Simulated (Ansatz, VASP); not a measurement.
Two plane-wave programs on B6As

```
B As
1.0
     3.03876    1.75443    3.91631
    -3.03876    1.75443    3.91631
     0.00000   -3.50886    3.91631
B As
12 2
Cartesian
  0.0000 -1.0834 1.3925
  -0.9383 0.5417 1.3925
  1.6694 -0.9638 7.5047
  0.0000 1.9277 7.5047
  -1.6694 -0.9638 7.5047
  1.6694 0.9638 4.2443
  -1.6694 0.9638 4.2443
  0.0000 -1.9277 4.2443
  0.9383 -0.5417 10.3565
  0.0000 1.0834 10.3565
  -0.9383 -0.5417 10.3565
  0.9383 0.5417 1.3925
  0.0000 0.0000 7.0595
  0.0000 0.0000 4.6894
```

Alike in both runs: functional LDA; k mesh 6 × 6 × 6; occupations gaussian, width 0.02 eV; no spin polarisation.

Ansatz relaxed the structure, and its values are those at the end. VASP's run is a single point on that final structure, the one shown.

|  | VASP | Ansatz |
| --- | --- | --- |
| version | VASP 6.6.1 | Ansatz 0.2.0 |
| potentials or method | VASP PAW LDA potentials, release 64 (B, As), cutoff 520 eV | scalar-relativistic, plane waves, PAW |
| valence electrons in the cell | 46 | 66 |

```csv
,VASP,Ansatz,Ansatz less VASP
gap on the k mesh at the Fermi level (eV),2.67,2.66,-0.004
least direct gap on the mesh (eV),2.70,2.70,-0.004
pressure (GPa),0.7,0.0,-0.65
rms of the force components (eV/Å),0.019,0.000,-0.0187
```

LDA's correlation is that of Perdew and Zunger in VASP and of Perdew and Wang (1992) in Ansatz. VASP's potentials hold 46 valence electrons a cell and Ansatz's 66, so a difference there can come from the potentials and not from the codes.
